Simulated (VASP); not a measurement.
# CsP2W2 (I4/mmm) in VASP: a series of runs

CsP2W2 is run at these levels: PBE; tasks: single point, relaxation of cell and atoms.

Program: VASP 6.6.1. These are calculated values, not measurements. Logs are shortened: lines on timing, memory, paths and dates and some standing lists are left out, and cuts for length are marked.

## (1) The cell of the first run

It takes space group I4/mmm (No. 139, tetragonal). The conventional cell has a = 4.848 Å, b = 4.848 Å, c = 8.852 Å, α = 90.00°, β = 90.00°, γ = 90.00°. Cs (site symmetry 4/mmm) has 10 W at 3.23 to 3.63 Å and 8 P at 3.28 Å within 4.3 Å. P (site symmetry -4m2) has 4 W at 2.63 Å and 4 Cs at 3.28 Å and 4 P at 3.43 Å within 3.5 Å. Within 3.1 Å of W (site symmetry 4mm) lie 1 W at 2.38 Å and 4 P at 2.63 Å.

The cell was generated, and may not be a known phase.

## (2) Single point, PBE

File INCAR:

```
PREC     = Accurate       # precision mode
ENCUT    = 520            # plane-wave cutoff, eV
EDIFF    = 1E-7           # SCF threshold, eV
ISMEAR   = 0              # smearing method
SIGMA    = 0.1            # smearing width, eV
LREAL    = F              # projectors in reciprocal space
LASPH    = T              # aspherical terms in the spheres
NELM     = 100            # most SCF steps
ALGO     = Normal         # electronic algorithm
ISIF     = 2              # what is computed and relaxed
LWAVE    = F              # write WAVECAR
LCHARG   = T              # write CHGCAR
GGA      = PE             # functional
LELF     = T              # ELF
LVHAR    = T            
NBANDS   = 32             # bands
```

File KPOINTS:

```
regular mesh
0
Gamma
  6 6 6
```

File POSCAR:

```
CsP2W2
1.0
   -2.4240062196      2.4240062196      4.4260717154
    2.4240062196     -2.4240062196      4.4260717154
    2.4240062196      2.4240062196     -4.4260717154
Cs P W
1 2 2
Direct
    0.0000000000      0.0000000000      0.0000000000
    0.7500000000      0.2500000000      0.5000000000
    0.2500000000      0.7500000000      0.5000000000
    0.3653312271      0.3653312271      0.0000000000
    0.6346687729      0.6346687729      0.0000000000
```

Potentials or basis: VASP PAW PBE potentials, release 64 (Cs_sv, P, W_sv).

The run is started by

```console
$ cat potpaw_PBE.64/Cs_sv/POTCAR potpaw_PBE.64/P/POTCAR potpaw_PBE.64/W_sv/POTCAR > POTCAR
$ mpirun -np 1 vasp_std > vasp.out
```

OUTCAR:

```text
PREC = Accurate
   ENCUT = 520
   EDIFF = 1E-7
   ISMEAR = 0
   LREAL = F
   LASPH = T
   NELM = 100
   ISIF = 2
   GGA = PE

 ion  position               nearest neighbor table
   1  0.000  0.000  0.000-   4 3.23   5 3.23
   2  0.750  0.250  0.500-   4 2.63   5 2.63   4 2.63   5 2.63
   3  0.250  0.750  0.500-   4 2.63   5 2.63   4 2.63   5 2.63
   4  0.365  0.365  0.000-   5 2.38   3 2.63   2 2.63   3 2.63   2 2.63   1 3.23
   5  0.635  0.635  0.000-   4 2.38   2 2.63   3 2.63   2 2.63   3 2.63   1 3.23

  LATTYP: Found a body centered tetragonal cell.
 ALAT       =     4.8480124392
 C/A-ratio  =     1.8259324913

  Lattice vectors:

 A1 = (  -2.4240062196,   2.4240062196,   4.4260717154)
 A2 = (   2.4240062196,  -2.4240062196,   4.4260717154)
 A3 = (   2.4240062196,   2.4240062196,  -4.4260717154)

Analysis of symmetry for initial positions (statically):
=====================================================================
 Subroutine PRICEL returns:
 Original cell was already a primitive cell.

 Routine SETGRP: Setting up the symmetry group for a
 body centered tetragonal supercell.

 Subroutine GETGRP returns: Found 16 space group operations
 (whereof 16 operations were pure point group operations)
 out of a pool of 16 trial point group operations.

The static configuration has the point symmetry D_4h.

Analysis of symmetry for dynamics (positions and initial velocities):
=====================================================================
 Subroutine PRICEL returns:
 Original cell was already a primitive cell.

 Routine SETGRP: Setting up the symmetry group for a
 body centered tetragonal supercell.

 Subroutine GETGRP returns: Found 16 space group operations
 (whereof 16 operations were pure point group operations)
 out of a pool of 16 trial point group operations.

The dynamic configuration has the point symmetry D_4h.

 Subroutine INISYM returns: Found 16 space group operations
 (whereof 16 operations are pure point group operations),
 and found     1 'primitive' translations

----------------------------------------------------------------------------------------

                                     Primitive cell

  volume of cell :     104.0270

  direct lattice vectors                    reciprocal lattice vectors
    -2.424006220  2.424006220  4.426071715     0.000000000  0.206270098  0.112966990
     2.424006220 -2.424006220  4.426071715     0.206270098  0.000000000  0.112966990
     2.424006220  2.424006220 -4.426071715     0.206270098  0.206270098  0.000000000

  length of vectors
     5.598367899  5.598367899  5.598367899     0.235178430  0.235178430  0.291709970

  position of ions in fractional coordinates (direct lattice)
     0.000000000  0.000000000  0.000000000
     0.750000000  0.250000000  0.500000000
     0.250000000  0.750000000  0.500000000
     0.365331227  0.365331227  0.000000000
     0.634668773  0.634668773  0.000000000

  ion indices of the primitive-cell ions
   primitive index   ion index
                 1           1
                 2           2
                 3           3
                 4           4
                 5           5

----------------------------------------------------------------------------------------

 KPOINTS: regular mesh

Automatic generation of k-mesh.
 Grid dimensions read from file:
 generate k-points for:    6    6    6

 Generating k-lattice:

  Cartesian coordinates                     Fractional coordinates (reciprocal lattice)
     0.000000000  0.034378350  0.018827832     0.166666667 -0.000000000  0.000000000
     0.034378350  0.000000000  0.018827832    -0.000000000  0.166666667  0.000000000
     0.034378350  0.034378350  0.000000000     0.000000000  0.000000000  0.166666667

  Length of vectors
     0.039196405  0.039196405  0.048618328

  Shift w.r.t. Gamma in fractional coordinates (k-lattice)
     0.000000000  0.000000000  0.000000000

 Subroutine IBZKPT returns following result:
 ===========================================

 Found     30 irreducible k-points:

 Following reciprocal coordinates:
            Coordinates               Weight
  0.000000  0.000000  0.000000      1.000000
  0.166667  0.000000  0.000000      8.000000
  0.333333  0.000000 -0.000000      8.000000
  0.500000  0.000000 -0.000000      4.000000
  0.166667  0.166667 -0.000000      8.000000
  0.333333  0.166667 -0.000000     16.000000
[... 16 lines left out ...]
 -0.333333 -0.333333  0.166667      8.000000
 -0.166667 -0.333333  0.166667      8.000000
 [... further k-points ...]
   k-points           NKPTS =     30   k-points in BZ     NKDIM =     30   number of bands    NBANDS=     32
   number of dos      NEDOS =    301   number of ions     NIONS =      5
   total plane-waves  NPLWV =  74088
   dimension x,y,z NGX =    42 NGY =   42 NGZ =   42
   dimension x,y,z NGXF=    84 NGYF=   84 NGZF=   84
   ions per type =               1   2   2
   NGX,Y,Z   is equivalent  to a cutoff of  12.47, 12.47, 12.47 a.u.
   NGXF,Y,Z  is equivalent  to a cutoff of  24.94, 24.94, 24.94 a.u.
 SYSTEM =  unknown system
   PREC   = accura    normal or accurate (medium, high low for compatibility)
   ISTART =      0    job   : 0-new  1-cont  2-samecut
   ICHARG =      2    charge: 1-file 2-atom 10-const
   ISPIN  =      1    spin polarized calculation?
   LNONCOLLINEAR =      F non collinear calculations
   LSORBIT =      F    spin-orbit coupling
   LASPH  =      T    aspherical Exc in radial PAW
   ENCUT  =  520.0 eV  38.22 Ry    6.18 a.u.  10.41 10.41 10.41*2*pi/ulx,y,z
   NELM   =    100;   NELMIN=  2; NELMDL= -5     # of ELM steps
   EDIFF  = 0.1E-06   stopping-criterion for ELM
   LREAL  =      F    real-space projection
   EDIFFG = 0.1E-05   stopping-criterion for IOM
   NSW    =      0    number of steps for IOM
   IBRION =     -1    ionic relax: 0-MD 1-quasi-New 2-CG
   NFREE  =      0    steps in history (QN), initial steepest desc. (CG)
   ISIF   =      2    stress and relaxation
   ISYM   =      2    0-nonsym 1-usesym 2-fastsym
   POTIM  = 0.5000    time-step for ionic-motion
   TEBEG  =    0.0;   TEEND  =   0.0 temperature during run
   PSTRESS=    0.0 pullay stress
   NELECT =      47.0000    total number of electrons
   NUPDOWN=      -1.0000    fix difference up-down
   EMIN   =  10.00;   EMAX   =-10.00  energy-range for DOS
   EFERMI =   0.00;   METHOD = LEGACY
   ISMEAR =     0;   SIGMA  =   0.10  broadening in eV -4-tet -1-fermi 0-gaus
   EFERMI_NEDOS =   21; number of points for ismear=-14 and -15
   IALGO  =     38    algorithm
   IMIX   =      4    mixing-type and parameters
     AMIX     =   0.40;   BMIX     =  1.00
     AMIX_MAG =   1.60;   BMIX_MAG =  1.00
  volume/ion in A,a.u.               =      20.81       140.40
  Fermi-wavevector in a.u.,A,eV,Ry     =   1.256200  2.373874 21.470519  1.578039
  Thomas-Fermi vector in A             =   2.389920
   LORBIT       =      0    0 simple, 1 ext, 2 COOP (PROOUT), +10 PAW based schemes
   GGA     = PE    functional components
   LHFCALC =     F    Hartree Fock is set to
   AEXX    =    0.0000 exact exchange contribution
   IVDW    =     0    specifies the selected vdW correction
   LEPSILON=     F    determine dielectric tensor
   LRPA    =     F    only Hartree local field effects (RPA)
 non-spin polarized calculation
 Gauss-broadening in eV      SIGMA  =   0.10
  energy-cutoff  :      520.00
  volume of cell :      104.03
 maximum number of plane-waves:      2825
 NGX is ok and might be reduce to    42
   NGX = 21   NGY = 21   NGZ = 21

 number of electron      46.9999998 magnetization

 Free energy of the ion-electron system (eV)
  ---------------------------------------------------
  ext. energy  EPLUGINS =         0.00000000
  ---------------------------------------------------
  free energy    TOTEN  =       -34.84638597 eV

  energy without entropy =      -34.81997337  energy(sigma->0) =      -34.83317967

 E-fermi :   6.7801     XC(G=0): -11.0816

 val. band max:        6.7657273543   @ k =   0.3333   0.1667   0.1667
 cond. band min:       6.7838445968   @ k =   0.5000   0.5000   0.1667
 fundamental gap:      0.0181172425
 Fermi energy:         6.7801460484

 k-point     1 :       0.0000    0.0000    0.0000
  band No.  band energies     occupation
      1     -67.3296      2.00000
      2     -67.1870      2.00000
      3     -32.0177      2.00000
      4     -31.6214      2.00000
      5     -31.6214      2.00000
      6     -31.4644      2.00000
[... 24 lines left out ...]
     31      10.7437      0.00000
     32      11.5426      0.00000

 k-point     2 :       0.1667    0.0000    0.0000
  band No.  band energies     occupation
      1     -67.3295      2.00000
      2     -67.1871      2.00000
      3     -32.0167      2.00000
      4     -31.6233      2.00000
      5     -31.6228      2.00000
      6     -31.4634      2.00000
[... 24 lines left out ...]
     31      10.8639      0.00000
     32      11.6425      0.00000

 k-point     3 :       0.3333    0.0000   -0.0000
  band No.  band energies     occupation
      1     -67.3294      2.00000
      2     -67.1872      2.00000
      3     -32.0147      2.00000
      4     -31.6272      2.00000
      5     -31.6255      2.00000
      6     -31.4613      2.00000
[... 24 lines left out ...]
     31      10.9674      0.00000
     32      11.8142      0.00000

 k-point     4 :       0.5000    0.0000   -0.0000
  band No.  band energies     occupation
      1     -67.3293      2.00000
      2     -67.1872      2.00000
      3     -32.0137      2.00000
      4     -31.6291      2.00000
      5     -31.6269      2.00000
      6     -31.4603      2.00000
[... 654 lines left out ...]
     31      10.9891      0.00000
     32      11.7503      0.00000

 k-point    23 :      -0.3333   -0.3333    0.1667
  band No.  band energies     occupation
      1     -67.3293      2.00000
      2     -67.1873      2.00000
      3     -32.0124      2.00000
      4     -31.6308      2.00000
      5     -31.6286      2.00000
      6     -31.4579      2.00000
[... 24 lines left out ...]
     31      11.4211      0.00000
     32      11.5535      0.00000

 k-point    24 :      -0.1667   -0.3333    0.1667
  band No.  band energies     occupation
      1     -67.3294      2.00000
      2     -67.1872      2.00000
      3     -32.0138      2.00000
      4     -31.6277      2.00000
      5     -31.6271      2.00000
      6     -31.4589      2.00000
[... 24 lines left out ...]
     31      11.1122      0.00000
     32      11.4357      0.00000

 [... further k-points ...]

------------------------ aborting loop because EDIFF is reached ----------------------------------------

  FORCE on cell =-STRESS in cart. coord.  units (eV):
  Direction    XX          YY          ZZ          XY          YZ          ZX
  --------------------------------------------------------------------------------------
  -------------------------------------------------------------------------------------
  Total        0.0651327      0.0651327      0.5557755      0.0000000      0.0000000     -0.0000000
  in kB        1.0031447      1.0031447      8.5598094      0.0000000      0.0000000     -0.0000000
  external PRESSURE =       3.5220329 kB  Pullay stress =       0.0000000 kB

 VOLUME and BASIS-vectors are now :
 -----------------------------------------------------------------------------
  energy-cutoff  :      520.00
  volume of cell :      104.03
      direct lattice vectors                 reciprocal lattice vectors
    -2.424006220  2.424006220  4.426071715     0.000000000  0.206270098  0.112966990
     2.424006220 -2.424006220  4.426071715     0.206270098  0.000000000  0.112966990
     2.424006220  2.424006220 -4.426071715     0.206270098  0.206270098  0.000000000

 POSITION                                       TOTAL-FORCE (eV/Angst)
 -----------------------------------------------------------------------------------
      0.00000      0.00000      0.00000        -0.000000     -0.000000      0.000000
      0.00000      2.42401      2.21304        -0.000000     -0.000000      0.000000
      2.42401      0.00000      2.21304        -0.000000     -0.000000      0.000000
      0.00000      0.00000      3.23396         0.000000      0.000000     -0.104007
      0.00000      0.00000      5.61818        -0.000000     -0.000000      0.104007
 -----------------------------------------------------------------------------------
    total drift:                               -0.000000      0.000000     -0.000000

  FREE ENERGIE OF THE ION-ELECTRON SYSTEM (eV)
  ---------------------------------------------------
  free  energy   TOTEN  =       -34.8463859674 eV

  energy  without entropy=      -34.8199733736  energy(sigma->0) =      -34.83317967
```

Wall time 4.1 min (1 thread of Intel Xeon 8259CL, shared host); peak memory 0.31 GiB.

What came out:

```
Free energy            : -34.8464 eV
Pressure               : 0.4 GPa
Largest force          : 0.104 eV/Å
Band gap on the k mesh : zero (an odd number of electrons rules out a gap without spin polarisation)
```

Forces on the atoms (eV/Å):
```
Cs   0.000  0.000  0.000
P    0.000  0.000  0.000
P    0.000  0.000  0.000
W    0.000  0.000 -0.104
W    0.000  0.000  0.104
```

Levels at points of the mesh, in eV from the Fermi level:
| k point | band 19 | band 20 | band 21 | band 22 | band 23 | band 24 | band 25 | band 26 | band 27 | band 28 |
| --- | --- | --- | --- | --- | --- | --- | --- | --- | --- | --- |
| (0.00, 0.00, 0.00) | -2.22 | -2.03 | -2.03 | -2.01 | -0.02 | 0.51 | 0.51 | 0.81 | 2.66 | 2.85 |
| (0.50, 0.00, 0.00) | -3.09 | -2.14 | -1.76 | -1.62 | -1.16 | 0.27 | 0.72 | 1.08 | 1.56 | 2.57 |
| (0.50, 0.50, 0.00) | -2.06 | -1.71 | -1.62 | -1.58 | -1.18 | -0.71 | 0.52 | 1.44 | 1.51 | 2.01 |
| (0.50, 0.50, 0.50) | -2.53 | -1.39 | -1.39 | -1.09 | -0.53 | -0.14 | -0.14 | 1.72 | 2.36 | 3.14 |

Caveat: spin-orbit coupling is left out, which moves the levels of the heavy elements.

## (3) Single point, PBE

This run uses another cell than the first one, of 23.65 Å³/atom.

File INCAR:

```
SYSTEM = CsP2W2
  ALGO = Normal
  EDIFF = 1E-6
  ENCUT = 520
  GGA = PE
  ISIF = 2
  ISMEAR = 0
  LASPH = .True.
  LCHARG = .False.
  LREAL = .False.
  LWAVE = .False.
  NBANDS = 32
  NELM = 100
  PREC = Accurate
  SIGMA = 0.1
```

File KPOINTS:

```
k-points
0
Gamma
  6 6 6
  0 0 0
```

File POSCAR:

```
CsP2W2
1.0
   -2.2850132500      2.2850132500      5.6619051200
    2.2850132500     -2.2850132500      5.6619051200
    2.2850132500      2.2850132500     -5.6619051200
Cs P W
1 2 2
Direct
    0.0000000000      0.0000000000      0.0000000000
    0.7500000000      0.2500000000      0.5000000000
    0.2500000000      0.7500000000      0.5000000000
    0.3750000000      0.3750000000      0.0000000000
    0.6250000000      0.6250000000      0.0000000000
```

Potentials or basis: VASP PAW PBE potentials, release 64 (Cs_sv, P, W_sv).

The run is started by

```console
$ cat potpaw_PBE.64/Cs_sv/POTCAR potpaw_PBE.64/P/POTCAR potpaw_PBE.64/W_sv/POTCAR > POTCAR
$ mpirun -np 1 vasp_std > vasp.out
```

It took 4.9 min on 1 thread of Intel Xeon 8259CL, shared host; peak memory 0.38 GiB.

Results (log left out):

```
Free energy            : -33.0676 eV
Pressure               : -11.9 GPa
Largest force          : 1.449 eV/Å
Band gap on the k mesh : zero (an odd number of electrons rules out a gap without spin polarisation)
```

Forces in eV/Å, atoms in the order of the input:
```
Cs   0.000  0.000  0.000
P    0.000  0.000  0.000
P    0.000  0.000  0.000
W    0.000  0.000 -1.449
W    0.000  0.000  1.449
```

Stress tensor (GPa, compression positive):
```
 -7.18   0.00   0.00
  0.00  -7.18   0.00
  0.00   0.00 -21.46
```

Levels at points of the mesh, in eV from the Fermi level:
| k point | band 19 | band 20 | band 21 | band 22 | band 23 | band 24 | band 25 | band 26 | band 27 | band 28 |
| --- | --- | --- | --- | --- | --- | --- | --- | --- | --- | --- |
| (0.00, 0.00, 0.00) | -2.11 | -1.50 | -1.50 | -1.05 | -0.88 | 0.26 | 1.03 | 1.56 | 1.84 | 1.84 |
| (0.50, 0.00, 0.00) | -2.86 | -2.71 | -1.51 | -1.25 | -0.68 | 0.26 | 0.45 | 0.89 | 1.25 | 1.57 |
| (0.50, 0.50, 0.00) | -1.74 | -1.37 | -1.19 | -0.90 | -0.32 | -0.29 | -0.14 | 0.63 | 0.90 | 0.94 |
| (0.50, 0.50, 0.50) | -2.52 | -0.86 | -0.86 | -0.52 | -0.43 | 0.31 | 0.39 | 0.89 | 0.89 | 2.63 |

Caveat: the stress differs along the axes, from -21 to -7 GPa; spin-orbit coupling is left out, which moves the levels of the heavy elements; forces of over 1 eV/Å act on the atoms, so gaps and moduli don't describe the material at rest.

[end of part 1 of 2]

The gap in the log of VASP goes by the Fermi energy; the results here count the filled bands.